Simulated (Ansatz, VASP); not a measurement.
## CaO in VASP and in Ansatz

```
CELL_PARAMETERS angstrom
0.00000 5.01802 5.01802
3.66555 0.00000 5.01802
3.66555 5.01802 0.00000
ATOMIC_POSITIONS crystal
Ca 0.09107 0.09107 0.40893
Ca 0.40893 0.40893 0.09107
Ca 0.15893 0.15893 0.84107
Ca 0.84107 0.84107 0.15893
O 0.15893 0.84107 0.15893
O 0.84107 0.15893 0.84107
O 0.09107 0.40893 0.09107
O 0.40893 0.09107 0.40893
```

Alike in both runs: task single point; functional PBE; k mesh 4 × 4 × 4; occupations gaussian, width 0.1 eV; no spin polarisation.

```csv
,VASP,Ansatz
version,VASP 6.6.1,Ansatz 0.2.0
potentials or method,"VASP PAW PBE potentials, release 64 (Ca_sv, O), cutoff 520 eV","scalar-relativistic, plane waves, PAW"
valence electrons in the cell,64,64
```

Ansatz gave:

- gap on the k mesh at the Fermi level (eV): 2.48
- least direct gap on the mesh (eV): 2.63
- pressure (GPa): 1.7
- traceless stress, the component that is largest in VASP (GPa): -0.67
- rms of the force components (eV/Å): 0.147

Task: Estimate VASP's values.

Result: gap on the k mesh at the Fermi level (eV): 2.47; least direct gap on the mesh (eV): 2.62; pressure (GPa): 2.1; traceless stress, the component that is largest in VASP (GPa): -0.66; rms of the force components (eV/Å): 0.160.

Atom by atom the forces differ by 0.015 eV/Å (rms over components). The functional is the same, so the differences come from potentials, cutoffs and numerics.
